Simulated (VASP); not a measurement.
# Be (P6_3/mmc) in VASP: further runs

The runs below take Be through single point, with LDA, PBEsol, PBE.

Everything below comes from runs of VASP 6.6.1. Logs are shortened: lines on timing, memory, paths and dates and some standing lists are left out, and cuts for length are marked.

### 1 The cell of the first run

The structure is hexagonal, space group P6_3/mmc (No. 194). The conventional cell has a = 2.268 Å, b = 2.268 Å, c = 3.552 Å, α = 90.00°, β = 90.00°, γ = 120.00°. Within 2.9 Å of Be (site symmetry -6m2) lie 12 Be at 2.21 to 2.27 Å.

### 2 Single point, LDA (functional lda, volume scaled by 0.96)

File INCAR:

```
SYSTEM = Be
  PREC = Accurate
  ENCUT = 520
  EDIFF = 1E-7
  ISMEAR = -1
  SIGMA = 0.05
  LREAL = .FALSE.
  LASPH = .TRUE.
  NELM = 100
  ALGO = Normal
  ISIF = 2
  LWAVE = .FALSE.
  LCHARG = .FALSE.
  NBANDS = 9
```

File KPOINTS:

```
Automatic mesh
0
G
  20 20 11
  0 0 0
```

File POSCAR:

```
Be
1.0
    2.2684238240      0.0000000000      0.0000000000
   -1.1342119121      1.9645126582      0.0000000000
    0.0000000000      0.0000000000      3.5522332234
Be
2
Direct
    0.3333333333      0.6666666667      0.2500000000
    0.6666666667      0.3333333333      0.7500000000
```

Potentials or basis: VASP PAW LDA potentials, release 64 (Be).

Started as:

```
$ cat potpaw_LDA.64/Be/POTCAR > POTCAR
$ mpirun -np 1 vasp_std > vasp.out
```

OUTCAR:

```text
SYSTEM = Be
   PREC = Accurate
   ENCUT = 520
   EDIFF = 1E-7
   ISMEAR = -1
   LREAL = .FALSE.
   LASPH = .TRUE.
   NELM = 100
   ISIF = 2

 ion  position               nearest neighbor table
   1  0.333  0.667  0.250-   2 2.21   2 2.21   2 2.21   2 2.21   2 2.21   2 2.21
   2  0.667  0.333  0.750-   1 2.21   1 2.21   1 2.21   1 2.21   1 2.21   1 2.21

  LATTYP: Found a hexagonal cell.
 ALAT       =     2.2684238240
 C/A-ratio  =     1.5659477677

  Lattice vectors:

 A1 = (   2.2684238240,   0.0000000000,   0.0000000000)
 A2 = (  -1.1342119121,   1.9645126582,   0.0000000000)
 A3 = (   0.0000000000,   0.0000000000,   3.5522332234)

Analysis of symmetry for initial positions (statically):
=====================================================================
 Subroutine PRICEL returns:
 Original cell was already a primitive cell.

 Routine SETGRP: Setting up the symmetry group for a
 hexagonal supercell.

 Subroutine GETGRP returns: Found 24 space group operations
 (whereof 12 operations were pure point group operations)
 out of a pool of 24 trial point group operations.

The static configuration has the point symmetry D_3d.
 The point group associated with its full space group is D_6h.

Analysis of symmetry for dynamics (positions and initial velocities):
=====================================================================
 Subroutine PRICEL returns:
 Original cell was already a primitive cell.

 Routine SETGRP: Setting up the symmetry group for a
 hexagonal supercell.

 Subroutine GETGRP returns: Found 24 space group operations
 (whereof 12 operations were pure point group operations)
 out of a pool of 24 trial point group operations.

The dynamic configuration has the point symmetry D_3d.
 The point group associated with its full space group is D_6h.

 Subroutine INISYM returns: Found 24 space group operations
 (whereof 12 operations are pure point group operations),
 and found     1 'primitive' translations

----------------------------------------------------------------------------------------

                                     Primitive cell

  volume of cell :      15.8300

  direct lattice vectors                    reciprocal lattice vectors
     2.268423824  0.000000000  0.000000000     0.440834728  0.254516049  0.000000000
    -1.134211912  1.964512658  0.000000000     0.000000000  0.509032098  0.000000000
     0.000000000  0.000000000  3.552233223     0.000000000  0.000000000  0.281513047

  length of vectors
     2.268423824  2.268423824  3.552233223     0.509032098  0.509032098  0.281513047

  position of ions in fractional coordinates (direct lattice)
     0.333333333  0.666666667  0.250000000
     0.666666667  0.333333333  0.750000000

  ion indices of the primitive-cell ions
   primitive index   ion index
                 1           1
                 2           2

----------------------------------------------------------------------------------------

 KPOINTS: Automatic mesh

Automatic generation of k-mesh.
 Grid dimensions read from file:
 generate k-points for:   20   20   11

 Generating k-lattice:

  Cartesian coordinates                     Fractional coordinates (reciprocal lattice)
     0.022041736  0.012725802  0.000000000     0.050000000  0.000000000  0.000000000
     0.000000000  0.025451605  0.000000000     0.000000000  0.050000000  0.000000000
     0.000000000  0.000000000  0.025592095     0.000000000  0.000000000  0.090909091

  Length of vectors
     0.025451605  0.025451605  0.025592095

  Shift w.r.t. Gamma in fractional coordinates (k-lattice)
     0.000000000  0.000000000  0.000000000

 Subroutine IBZKPT returns following result:
 ===========================================

 Found    264 irreducible k-points:

 Following reciprocal coordinates:
            Coordinates               Weight
  0.000000  0.000000  0.000000      1.000000
  0.050000  0.000000  0.000000      6.000000
  0.100000  0.000000  0.000000      6.000000
  0.150000 -0.000000  0.000000      6.000000
  0.200000  0.000000  0.000000      6.000000
  0.250000 -0.000000  0.000000      6.000000
[... 16 lines left out ...]
  0.200000  0.100000  0.000000     12.000000
  0.250000  0.100000  0.000000     12.000000
 [... further k-points ...]
   k-points           NKPTS =    264   k-points in BZ     NKDIM =    264   number of bands    NBANDS=      9
   number of dos      NEDOS =    301   number of ions     NIONS =      2
   total plane-waves  NPLWV =   9072
   dimension x,y,z NGX =    18 NGY =   18 NGZ =   28
   dimension x,y,z NGXF=    36 NGYF=   36 NGZF=   56
   ions per type =               2
   NGX,Y,Z   is equivalent  to a cutoff of  13.19, 13.19, 13.10 a.u.
   NGXF,Y,Z  is equivalent  to a cutoff of  26.38, 26.38, 26.21 a.u.
 SYSTEM =  Be
   PREC   = accura    normal or accurate (medium, high low for compatibility)
   ISTART =      0    job   : 0-new  1-cont  2-samecut
   ICHARG =      2    charge: 1-file 2-atom 10-const
   ISPIN  =      1    spin polarized calculation?
   LNONCOLLINEAR =      F non collinear calculations
   LSORBIT =      F    spin-orbit coupling
   LASPH  =      T    aspherical Exc in radial PAW
   ENCUT  =  520.0 eV  38.22 Ry    6.18 a.u.   4.22  4.22  6.60*2*pi/ulx,y,z
   NELM   =    100;   NELMIN=  2; NELMDL= -5     # of ELM steps
   EDIFF  = 0.1E-06   stopping-criterion for ELM
   LREAL  =      F    real-space projection
   EDIFFG = 0.1E-05   stopping-criterion for IOM
   NSW    =      0    number of steps for IOM
   IBRION =     -1    ionic relax: 0-MD 1-quasi-New 2-CG
   NFREE  =      0    steps in history (QN), initial steepest desc. (CG)
   ISIF   =      2    stress and relaxation
   ISYM   =      2    0-nonsym 1-usesym 2-fastsym
   POTIM  = 0.5000    time-step for ionic-motion
   TEBEG  =    0.0;   TEEND  =   0.0 temperature during run
   PSTRESS=    0.0 pullay stress
   NELECT =       4.0000    total number of electrons
   NUPDOWN=      -1.0000    fix difference up-down
   EMIN   =  10.00;   EMAX   =-10.00  energy-range for DOS
   EFERMI =   0.00;   METHOD = LEGACY
   ISMEAR =    -1;   SIGMA  =   0.05  broadening in eV -4-tet -1-fermi 0-gaus
   EFERMI_NEDOS =   21; number of points for ismear=-14 and -15
   IALGO  =     38    algorithm
   IMIX   =      4    mixing-type and parameters
     AMIX     =   0.40;   BMIX     =  1.00
     AMIX_MAG =   1.60;   BMIX_MAG =  1.00
  volume/ion in A,a.u.               =       7.91        53.41
  Fermi-wavevector in a.u.,A,eV,Ry     =   1.034986  1.955841 14.574519  1.071197
  Thomas-Fermi vector in A             =   2.169308
   LORBIT       =      0    0 simple, 1 ext, 2 COOP (PROOUT), +10 PAW based schemes
   GGA     = CA    functional components
   LHFCALC =     F    Hartree Fock is set to
   AEXX    =    0.0000 exact exchange contribution
   IVDW    =     0    specifies the selected vdW correction
   LEPSILON=     F    determine dielectric tensor
   LRPA    =     F    only Hartree local field effects (RPA)
 non-spin polarized calculation
  energy-cutoff  :      520.00
  volume of cell :       15.83
 maximum number of plane-waves:       440
 NGX is ok and might be reduce to    18
   NGX =  9   NGY =  9   NGZ = 13

 number of electron       4.0000000 magnetization

 Free energy of the ion-electron system (eV)
  ---------------------------------------------------
  ext. energy  EPLUGINS =         0.00000000
  ---------------------------------------------------
  free energy    TOTEN  =        -8.40838371 eV

  energy without entropy =       -8.40749290  energy(sigma->0) =       -8.40793830

 E-fermi :   6.6716     XC(G=0): -10.6174

 val. band max:        6.6682433982   @ k =   0.3000   0.2000   0.0000
 cond. band min:       6.7079417030   @ k =   0.3000   0.3000   0.2727
 fundamental gap:      0.0396983048
 Fermi energy:         6.6716216853

 k-point     1 :       0.0000    0.0000    0.0000
  band No.  band energies     occupation
      1      -4.4326      2.00000
      2       2.3797      2.00000
      3       8.0804      0.00000
      4      22.3709      0.00000
      5      22.3709      0.00000
      6      25.2314      0.00000
      7      25.2314      0.00000
      8      27.4119      0.00000
      9      33.8978      0.00000

 k-point     2 :       0.0500    0.0000    0.0000
  band No.  band energies     occupation
      1      -4.3622      2.00000
      2       2.4732      2.00000
      3       8.0977      0.00000
      4      21.8035      0.00000
      5      21.9280      0.00000
      6      25.2444      0.00000
      7      25.4663      0.00000
      8      27.2744      0.00000
      9      32.5501      0.00000

 k-point     3 :       0.1000    0.0000    0.0000
  band No.  band energies     occupation
      1      -4.1509      2.00000
      2       2.7535      2.00000
      3       8.1455      0.00000
      4      20.3617      0.00000
      5      20.9866      0.00000
      6      25.2269      0.00000
      7      25.7568      0.00000
      8      26.8126      0.00000
      9      30.6601      0.00000

 k-point     4 :       0.1500   -0.0000    0.0000
  band No.  band energies     occupation
      1      -3.7984      2.00000
      2       3.2196      2.00000
      3       8.2083      0.00000
      4      18.4995      0.00000
      5      19.9409      0.00000
      6      25.0677      0.00000
      7      25.7334      0.00000
      8      25.8964      0.00000
      9      28.7209      0.00000
[... 205 lines left out ...]
 k-point    22 :       0.1500    0.1000    0.0000
  band No.  band energies     occupation
      1      -3.0918      2.00000
      2       4.1485      2.00000
      3       8.2968      0.00000
      4      16.2037      0.00000
      5      17.7101      0.00000
      6      24.1015      0.00000
      7      24.4344      0.00000
      8      24.7944      0.00000
      9      29.0287      0.00000

 k-point    23 :       0.2000    0.1000    0.0000
  band No.  band energies     occupation
      1      -2.4555      2.00000
      2       4.9794      2.00000
      3       8.2526      0.00000
      4      14.4408      0.00000
      5      16.8129      0.00000
      6      22.3774      0.00000
      7      23.3019      0.00000
      8      24.3143      0.00000
      9      28.4530      0.00000

 k-point    24 :       0.2500    0.1000    0.0000
  band No.  band energies     occupation
      1      -1.6791      2.00000
      2       5.9864      2.00000
      3       7.9362      0.00000
      4      13.0747      0.00000
      5      16.0085      0.00000
      6      20.3753      0.00000
      7      22.0130      0.00000
      8      23.8530      0.00000
      9      27.8130      0.00000

 [... further k-points ...]
[... 5 lines left out ...]
  --------------------------------------------------------------------------------------
  -------------------------------------------------------------------------------------
  Total       -0.5374176     -0.5374176     -0.4850627      0.0000000     -0.0000000     -0.0000000
  in kB      -54.3928709    -54.3928709    -49.0939444      0.0000000     -0.0000000     -0.0000000
  external PRESSURE =     -52.6265621 kB  Pullay stress =       0.0000000 kB

 VOLUME and BASIS-vectors are now :
 -----------------------------------------------------------------------------
  energy-cutoff  :      520.00
  volume of cell :       15.83
      direct lattice vectors                 reciprocal lattice vectors
     2.268423824  0.000000000  0.000000000     0.440834728  0.254516049  0.000000000
    -1.134211912  1.964512658  0.000000000     0.000000000  0.509032098  0.000000000
     0.000000000  0.000000000  3.552233223     0.000000000  0.000000000  0.281513047

 POSITION                                       TOTAL-FORCE (eV/Angst)
 -----------------------------------------------------------------------------------
     -0.00000      1.30968      0.88806        -0.000000      0.000000      0.000000
      1.13421      0.65484      2.66417         0.000000     -0.000000      0.000000
 -----------------------------------------------------------------------------------
    total drift:                                0.000000     -0.000000      0.000000

  FREE ENERGIE OF THE ION-ELECTRON SYSTEM (eV)
  ---------------------------------------------------
  free  energy   TOTEN  =        -8.4083837121 eV

  energy  without entropy=       -8.4074928973  energy(sigma->0) =       -8.40793830
```

It took 11 s on 1 thread of Intel Xeon 6975P-C (Granite Rapids), shared host; peak memory 0.14 GiB.

Results:

- Free energy: -8.4084 eV
- Pressure: -5.3 GPa
- Band gap on the k mesh: zero (band 2 reaches 7.74 eV, above the bottom of band 3 at 6.32 eV)

Stress tensor (GPa, compression positive):
```
-5.44  0.00  0.00
 0.00 -5.44  0.00
 0.00  0.00 -4.91
```

[end of part 1 of 2]
